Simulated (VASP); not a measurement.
# CsTlSe2 (P6_3/mmc) in VASP: a series of runs

CsTlSe2 is run at these levels: PBE; tasks: single point, relaxation of cell and atoms.

Program: VASP 6.6.1. These are calculated values, not measurements. Logs are shortened: lines on timing, memory, paths and dates and some standing lists are left out, and cuts for length are marked.

## Step 1: The cell of the first run

It takes space group P6_3/mmc (No. 194, hexagonal). The conventional cell has a = 4.327 Å, b = 4.327 Å, c = 16.625 Å, α = 90.00°, β = 90.00°, γ = 120.00°. Cs (site symmetry -6m2) has 6 Se at 3.62 Å and 6 Cs at 4.33 Å and 6 Tl at 4.85 Å within 4.9 Å. Within 3.9 Å of Tl (site symmetry -3m) lie 6 Se at 2.93 Å. Se (site symmetry 3m) has 3 Tl at 2.93 Å and 3 Cs at 3.62 Å and 3 Se at 3.96 Å within 4.0 Å.

## Step 2: Single point, PBE

Input file INCAR:

```
PREC = Accurate
ENCUT = 520
EDIFF = 1E-6
ISMEAR = 0
SIGMA = 0.1
LREAL = F
LASPH = T
NELM = 60
ALGO = Normal
ISIF = 2
LWAVE = F
LCHARG = F
GGA = PE
NBANDS = 44
```

Input file KPOINTS:

```
Automatic mesh
0
Gamma
  6 6 1
```

Input file POSCAR:

```
CsTlSe2
1.0
    4.3272256028      0.0000000000      0.0000000000
   -2.1636128014      3.7474872999      0.0000000000
    0.0000000000      0.0000000000     16.6245479744
Cs Tl Se
2 2 4
Direct
    0.3333333333      0.6666666667      0.7500000000
    0.6666666667      0.3333333333      0.2500000000
    0.0000000000      0.0000000000      0.5000000000
    0.0000000000      0.0000000000      0.0000000000
    0.3333333333      0.6666666667      0.4075530067
    0.6666666667      0.3333333333      0.9075530067
    0.6666666667      0.3333333333      0.5924469933
    0.3333333333      0.6666666667      0.0924469933
```

Potentials or basis: VASP PAW PBE potentials, release 64 (Cs_sv, Tl_d, Se).

The run is started by

```bash
> cat potpaw_PBE.64/Cs_sv/POTCAR potpaw_PBE.64/Tl_d/POTCAR potpaw_PBE.64/Se/POTCAR > POTCAR
> mpirun -np 1 vasp_std > vasp.out
```

OUTCAR:

```text
PREC = Accurate
   ENCUT = 520
   EDIFF = 1E-6
   ISMEAR = 0
   LREAL = F
   LASPH = T
   NELM = 60
   ISIF = 2
   GGA = PE

 ion  position               nearest neighbor table
   1  0.333  0.667  0.750-
   2  0.667  0.333  0.250-
   3  0.000  0.000  0.500-   5 2.93   7 2.93   5 2.93   7 2.93   7 2.93   5 2.93
   4  0.000  0.000  0.000-   6 2.93   8 2.93   8 2.93   6 2.93   6 2.93   8 2.93
   5  0.333  0.667  0.408-   3 2.93   3 2.93   3 2.93
   6  0.667  0.333  0.908-   4 2.93   4 2.93   4 2.93
   7  0.667  0.333  0.592-   3 2.93   3 2.93   3 2.93
   8  0.333  0.667  0.092-   4 2.93   4 2.93   4 2.93

  LATTYP: Found a hexagonal cell.
 ALAT       =     4.3272256028
 C/A-ratio  =     3.8418491432

  Lattice vectors:

 A1 = (   4.3272256028,   0.0000000000,   0.0000000000)
 A2 = (  -2.1636128014,   3.7474872999,   0.0000000000)
 A3 = (   0.0000000000,   0.0000000000,  16.6245479744)

Analysis of symmetry for initial positions (statically):
=====================================================================
 Subroutine PRICEL returns:
 Original cell was already a primitive cell.

 Routine SETGRP: Setting up the symmetry group for a
 hexagonal supercell.

 Subroutine GETGRP returns: Found 24 space group operations
 (whereof 12 operations were pure point group operations)
 out of a pool of 24 trial point group operations.

The static configuration has the point symmetry D_3d.
 The point group associated with its full space group is D_6h.

Analysis of symmetry for dynamics (positions and initial velocities):
=====================================================================
 Subroutine PRICEL returns:
 Original cell was already a primitive cell.

 Routine SETGRP: Setting up the symmetry group for a
 hexagonal supercell.

 Subroutine GETGRP returns: Found 24 space group operations
 (whereof 12 operations were pure point group operations)
 out of a pool of 24 trial point group operations.

The dynamic configuration has the point symmetry D_3d.
 The point group associated with its full space group is D_6h.

 Subroutine INISYM returns: Found 24 space group operations
 (whereof 12 operations are pure point group operations),
 and found     1 'primitive' translations

----------------------------------------------------------------------------------------

                                     Primitive cell

  volume of cell :     269.5874

  direct lattice vectors                    reciprocal lattice vectors
     4.327225603  0.000000000  0.000000000     0.231094954  0.133422734  0.000000000
    -2.163612801  3.747487300  0.000000000     0.000000000  0.266845467  0.000000000
     0.000000000  0.000000000 16.624547974     0.000000000  0.000000000  0.060152011

  length of vectors
     4.327225603  4.327225603 16.624547974     0.266845467  0.266845467  0.060152011

  position of ions in fractional coordinates (direct lattice)
     0.333333333  0.666666667  0.750000000
     0.666666667  0.333333333  0.250000000
     0.000000000  0.000000000  0.500000000
     0.000000000  0.000000000  0.000000000
     0.333333333  0.666666667  0.407553007
     0.666666667  0.333333333  0.907553007
     0.666666667  0.333333333  0.592446993
     0.333333333  0.666666667  0.092446993

  ion indices of the primitive-cell ions
   primitive index   ion index
                 1           1
                 2           2
                 3           3
                 4           4
                 5           5
                 6           6
                 7           7
                 8           8

----------------------------------------------------------------------------------------

 KPOINTS: Automatic mesh

Automatic generation of k-mesh.
 Grid dimensions read from file:
 generate k-points for:    6    6    1

 Generating k-lattice:

  Cartesian coordinates                     Fractional coordinates (reciprocal lattice)
     0.038515826  0.022237122  0.000000000     0.166666667  0.000000000  0.000000000
     0.000000000  0.044474245  0.000000000     0.000000000  0.166666667  0.000000000
     0.000000000  0.000000000  0.060152011     0.000000000  0.000000000  1.000000000

  Length of vectors
     0.044474245  0.044474245  0.060152011

  Shift w.r.t. Gamma in fractional coordinates (k-lattice)
     0.000000000  0.000000000  0.000000000

 Subroutine IBZKPT returns following result:
 ===========================================

 Found      7 irreducible k-points:

 Following reciprocal coordinates:
            Coordinates               Weight
  0.000000  0.000000  0.000000      1.000000
  0.166667  0.000000  0.000000      6.000000
  0.333333  0.000000  0.000000      6.000000
  0.500000  0.000000  0.000000      3.000000
  0.166667  0.166667  0.000000      6.000000
  0.333333  0.166667  0.000000     12.000000
  0.333333  0.333333  0.000000      2.000000
   k-points           NKPTS =      7   k-points in BZ     NKDIM =      7   number of bands    NBANDS=     44
   number of dos      NEDOS =    301   number of ions     NIONS =      8
   total plane-waves  NPLWV = 129024
   dimension x,y,z NGX =    32 NGY =   32 NGZ =  126
   dimension x,y,z NGXF=    64 NGYF=   64 NGZF=  252
   ions per type =               2   2   4
   NGX,Y,Z   is equivalent  to a cutoff of  12.29, 12.29, 12.60 a.u.
   NGXF,Y,Z  is equivalent  to a cutoff of  24.59, 24.59, 25.20 a.u.
 SYSTEM =  unknown system
   PREC   = accura    normal or accurate (medium, high low for compatibility)
   ISTART =      0    job   : 0-new  1-cont  2-samecut
   ICHARG =      2    charge: 1-file 2-atom 10-const
   ISPIN  =      1    spin polarized calculation?
   LNONCOLLINEAR =      F non collinear calculations
   LSORBIT =      F    spin-orbit coupling
   LASPH  =      T    aspherical Exc in radial PAW
   ENCUT  =  520.0 eV  38.22 Ry    6.18 a.u.   8.05  8.05 30.91*2*pi/ulx,y,z
   NELM   =     60;   NELMIN=  2; NELMDL= -5     # of ELM steps
   EDIFF  = 0.1E-05   stopping-criterion for ELM
   LREAL  =      F    real-space projection
[... 7 lines left out ...]
   TEBEG  =    0.0;   TEEND  =   0.0 temperature during run
   PSTRESS=    0.0 pullay stress
   NELECT =      68.0000    total number of electrons
   NUPDOWN=      -1.0000    fix difference up-down
   EMIN   =  10.00;   EMAX   =-10.00  energy-range for DOS
   EFERMI =   0.00;   METHOD = LEGACY
   ISMEAR =     0;   SIGMA  =   0.10  broadening in eV -4-tet -1-fermi 0-gaus
   EFERMI_NEDOS =   21; number of points for ismear=-14 and -15
   IALGO  =     38    algorithm
   IMIX   =      4    mixing-type and parameters
     AMIX     =   0.40;   BMIX     =  1.00
     AMIX_MAG =   1.60;   BMIX_MAG =  1.00
  volume/ion in A,a.u.               =      33.70       227.41
  Fermi-wavevector in a.u.,A,eV,Ry     =   1.034375  1.954685 14.557299  1.069931
  Thomas-Fermi vector in A             =   2.168667
   LORBIT       =      0    0 simple, 1 ext, 2 COOP (PROOUT), +10 PAW based schemes
   GGA     = PE    functional components
   LHFCALC =     F    Hartree Fock is set to
   AEXX    =    0.0000 exact exchange contribution
   IVDW    =     0    specifies the selected vdW correction
   LEPSILON=     F    determine dielectric tensor
   LRPA    =     F    only Hartree local field effects (RPA)
 non-spin polarized calculation
 Gauss-broadening in eV      SIGMA  =   0.10
  energy-cutoff  :      520.00
  volume of cell :      269.59
 maximum number of plane-waves:      7286
   NGX = 17   NGY = 17   NGZ = 61

 number of electron      68.0000002 magnetization

 Free energy of the ion-electron system (eV)
  ---------------------------------------------------
  ext. energy  EPLUGINS =         0.00000000
  ---------------------------------------------------
  free energy    TOTEN  =       -24.39569581 eV

  energy without entropy =      -24.39367480  energy(sigma->0) =      -24.39468530

 E-fermi :   2.3564     XC(G=0):  -8.6454

 val. band max:        2.1885750118   @ k =   0.3333   0.0000   0.0000
 cond. band min:       2.4413413561   @ k =   0.0000   0.0000   0.0000
 fundamental gap:      0.2527663443
 Fermi energy:         2.3563513758

 k-point     1 :       0.0000    0.0000    0.0000
  band No.  band energies     occupation
      1     -19.1333      2.00000
      2     -19.1333      2.00000
      3      -9.9254      2.00000
      4      -9.8503      2.00000
      5      -9.1999      2.00000
      6      -9.0749      2.00000
[... 36 lines left out ...]
     43       7.3676      0.00000
     44       7.3676      0.00000

 k-point     2 :       0.1667    0.0000    0.0000
  band No.  band energies     occupation
      1     -19.1119      2.00000
      2     -19.1118      2.00000
      3      -9.7804      2.00000
      4      -9.7237      2.00000
      5      -9.3253      2.00000
      6      -9.2628      2.00000
[... 36 lines left out ...]
     43       7.4992      0.00000
     44       7.5063      0.00000

 k-point     3 :       0.3333    0.0000    0.0000
  band No.  band energies     occupation
      1     -19.0684      2.00000
      2     -19.0683      2.00000
      3      -9.5968      2.00000
      4      -9.5959      2.00000
      5      -9.3324      2.00000
      6      -9.3280      2.00000
[... 36 lines left out ...]
     43       7.8660      0.00000
     44       8.0685      0.00000

 k-point     4 :       0.5000    0.0000    0.0000
  band No.  band energies     occupation
      1     -19.0463      2.00000
      2     -19.0463      2.00000
      3      -9.6586      2.00000
      4      -9.6384      2.00000
      5      -9.1828      2.00000
      6      -9.1427      2.00000
[... 36 lines left out ...]
     43       8.0675      0.00000
     44       8.3121      0.00000

 k-point     5 :       0.1667    0.1667    0.0000
  band No.  band energies     occupation
      1     -19.0793      2.00000
      2     -19.0793      2.00000
      3      -9.5555      2.00000
      4      -9.5361      2.00000
      5      -9.4490      2.00000
      6      -9.4351      2.00000
[... 36 lines left out ...]
     43       7.4226      0.00000
     44       7.4619      0.00000

 k-point     6 :       0.3333    0.1667    0.0000
  band No.  band energies     occupation
      1     -19.0463      2.00000
      2     -19.0463      2.00000
      3      -9.5796      2.00000
      4      -9.5596      2.00000
      5      -9.3316      2.00000
      6      -9.3025      2.00000
[... 36 lines left out ...]
     43       8.0527      0.00000
     44       8.0810      0.00000

 k-point     7 :       0.3333    0.3333    0.0000
  band No.  band energies     occupation
      1     -19.0352      2.00000
      2     -19.0352      2.00000
      3      -9.4681      2.00000
      4      -9.4681      2.00000
      5      -9.4345      2.00000
      6      -9.4345      2.00000
[... 36 lines left out ...]
     43       7.8310      0.00000
     44       7.8310      0.00000

------------------------ aborting loop because EDIFF is reached ----------------------------------------

  FORCE on cell =-STRESS in cart. coord.  units (eV):
  Direction    XX          YY          ZZ          XY          YZ          ZX
  --------------------------------------------------------------------------------------
  -------------------------------------------------------------------------------------
  Total        0.0908599      0.0908599      0.0752525      0.0000000      0.0000000      0.0000000
  in kB        0.5399871      0.5399871      0.4472310      0.0000000      0.0000000      0.0000000
  external PRESSURE =       0.5090684 kB  Pullay stress =       0.0000000 kB

 VOLUME and BASIS-vectors are now :
 -----------------------------------------------------------------------------
  energy-cutoff  :      520.00
  volume of cell :      269.59
      direct lattice vectors                 reciprocal lattice vectors
     4.327225603  0.000000000  0.000000000     0.231094954  0.133422734  0.000000000
    -2.163612801  3.747487300  0.000000000     0.000000000  0.266845467  0.000000000
     0.000000000  0.000000000 16.624547974     0.000000000  0.000000000  0.060152011

 POSITION                                       TOTAL-FORCE (eV/Angst)
 -----------------------------------------------------------------------------------
     -0.00000      2.49832     12.46841         0.000000     -0.000000      0.000000
      2.16361      1.24916      4.15614         0.000000      0.000000      0.000000
      0.00000      0.00000      8.31227        -0.000000     -0.000000      0.000000
      0.00000      0.00000      0.00000        -0.000000     -0.000000      0.000000
     -0.00000      2.49832      6.77538         0.000000     -0.000000      0.002064
      2.16361      1.24916     15.08766        -0.000000      0.000000      0.002064
      2.16361      1.24916      9.84916        -0.000000      0.000000     -0.002064
     -0.00000      2.49832      1.53689         0.000000     -0.000000     -0.002064
 -----------------------------------------------------------------------------------
    total drift:                                0.000000     -0.000000      0.000000

  FREE ENERGIE OF THE ION-ELECTRON SYSTEM (eV)
  ---------------------------------------------------
  free  energy   TOTEN  =       -24.3956958063 eV

  energy  without entropy=      -24.3936747990  energy(sigma->0) =      -24.39468530
```

Run time: 2.7 min. Hardware: 1 thread of Oxide Virtual Turin-like, shared host; peak memory 0.35 GiB.

What came out:

| Property | Result |
| --- | --- |
| Free energy | -24.3957 eV |
| Pressure | 0.1 GPa |
| Band gap on the k mesh | 0.25 eV (least direct gap 0.34 eV) |

Forces on the atoms (eV/Å):
```
Cs   0.000  0.000  0.000
Cs   0.000  0.000  0.000
Tl   0.000  0.000  0.000
Tl   0.000  0.000  0.000
Se   0.000  0.000  0.002
Se   0.000  0.000  0.002
Se   0.000  0.000 -0.002
Se   0.000  0.000 -0.002
```

Levels at points of the mesh, in eV from the valence-band top:
| k point | band 31 | band 32 | band 33 | band 34 | band 35 | band 36 | band 37 | band 38 |
| --- | --- | --- | --- | --- | --- | --- | --- | --- |
| (0.00, 0.00, 0.00) | -0.09 | -0.09 | -0.08 | -0.08 | 0.25 | 1.05 | 3.04 | 3.34 |
| (0.50, 0.00, 0.00) | -0.55 | -0.27 | -0.19 | -0.02 | 0.69 | 1.16 | 3.31 | 3.55 |

Caveat: spin-orbit coupling is left out, which moves the levels of the heavy elements. A k mesh can miss the band edges.

## Step 3: Relaxation of cell and atoms, PBE

This run uses another cell than the first one, of 29.72 Å³/atom.

Input file INCAR:

```
SYSTEM = CsTlSe2
PREC = Accurate ; ENCUT = 600
EDIFF = 1E-6 ; ISMEAR = 0
SIGMA = 0.1 ; LREAL = .False.
LASPH = .True. ; NELM = 60
ALGO = Normal ; ISIF = 3
LWAVE = .False. ; LCHARG = .False.
GGA = PE ; IBRION = 2
NSW = 90 ; EDIFFG = -0.04
```

Input file KPOINTS:

```
Automatic mesh
0
Gamma
  6 6 1
  0 0 0
```

Input file POSCAR:

```
CsTlSe2
1.0
    3.9439066546      0.0000000000      0.0000000000
   -1.9719533273      3.4155233530      0.0000000000
    0.0000000000      0.0000000000     17.6510507620
Cs Tl Se
2 2 4
Direct
    0.3333333333      0.6666666667      0.7500000000
    0.6666666667      0.3333333333      0.2500000000
    0.0000000000      0.0000000000      0.5000000000
    0.0000000000      0.0000000000      0.0000000000
    0.3333333333      0.6666666667      0.4140000000
    0.6666666667      0.3333333333      0.9140000000
    0.6666666667      0.3333333333      0.5860000000
    0.3333333333      0.6666666667      0.0860000000
```

Potentials or basis: VASP PAW PBE potentials, release 64 (Cs_sv, Tl_d, Se).

The run is started by

```bash
> cat potpaw_PBE.64/Cs_sv/POTCAR potpaw_PBE.64/Tl_d/POTCAR potpaw_PBE.64/Se/POTCAR > POTCAR
> mpirun -np 1 vasp_std > vasp.out
```

Run time: 19 min. Hardware: 1 thread of Oxide Virtual Turin-like, shared host; peak memory 0.42 GiB.

Results (log left out):

```
Free energy                           : -24.3902 eV
Relaxed volume                        : 33.88 Å³/atom
Relaxed cell                          : a = 4.341 Å, b = 4.341 Å, c = 16.606 Å, α = 90.00°, β = 90.00°, γ = 120.00°
Space group after relaxing (to 0.1 Å) : P6_3/mmc (No. 194)
Energy gained by relaxing             : 160.5 meV/atom
Ionic steps                           : 10
Pressure after relaxing               : -0.1 GPa
Largest force after relaxing          : 0.022 eV/Å
Band gap on the k mesh                : 0.23 eV (least direct gap 0.33 eV)
```

Forces in eV/Å, atoms in the order of the input:
```
Cs   0.000  0.000  0.000
Cs   0.000  0.000  0.000
Tl   0.000  0.000  0.000
Tl   0.000  0.000  0.000
Se   0.000  0.000 -0.022
Se   0.000  0.000 -0.022
Se   0.000  0.000  0.022
Se   0.000  0.000  0.022
```

Stress tensor (GPa, compression positive):
```
-0.10  0.00  0.00
 0.00 -0.10  0.00
 0.00  0.00  0.03
```

The path:
| step | energy change (eV) | largest force (eV/Å) | pressure (GPa) | volume (Å³) |
| --- | --- | --- | --- | --- |
| 1 | 0.0000 | 1.3737 | 6.80 | 237.77 |
| 2 | -1.0385 | 0.0252 | -1.16 | 283.55 |
| 3 | -1.0432 | 0.0903 | -0.79 | 279.80 |
| 4 | -1.1971 | 0.1239 | -0.47 | 276.25 |
| 5 | -1.2714 | 0.1478 | -0.04 | 272.20 |
| 6 | -1.2762 | 0.1525 | 0.12 | 270.84 |
| 7 | -1.2761 | 0.1527 | 0.15 | 270.65 |
| 8 | -1.2808 | 0.0829 | -0.07 | 271.88 |
| 9 | -1.2815 | 0.0459 | -0.17 | 272.55 |
| 10 | -1.2838 | 0.0217 | -0.06 | 271.04 |

Final structure:
```
CELL_PARAMETERS angstrom
4.34126 0.00000 0.00000
-2.17063 3.75964 0.00000
0.00000 0.00000 16.60624
ATOMIC_POSITIONS crystal
Cs 0.33333 0.66667 0.75000
Cs 0.66667 0.33333 0.25000
Tl 0.00000 0.00000 0.50000
Tl 0.00000 0.00000 0.00000
Se 0.33333 0.66667 0.40794
Se 0.66667 0.33333 0.90794
Se 0.66667 0.33333 0.59206
Se 0.33333 0.66667 0.09206
```

Levels at points of the mesh, in eV from the valence-band top:
| k point | band 30 | band 31 | band 32 | band 33 | band 34 | band 35 | band 36 | band 37 | band 38 | band 39 |
| --- | --- | --- | --- | --- | --- | --- | --- | --- | --- | --- |
| (0.00, 0.00, 0.00) | -0.12 | -0.10 | -0.10 | -0.10 | -0.10 | 0.23 | 1.02 | 3.02 | 3.33 | 3.35 |
| (0.50, 0.00, 0.00) | -1.15 | -0.53 | -0.26 | -0.19 | -0.01 | 0.70 | 1.16 | 3.32 | 3.57 | 3.73 |

Caveat: spin-orbit coupling is left out, which moves the levels of the heavy elements. A k mesh can miss the band edges.
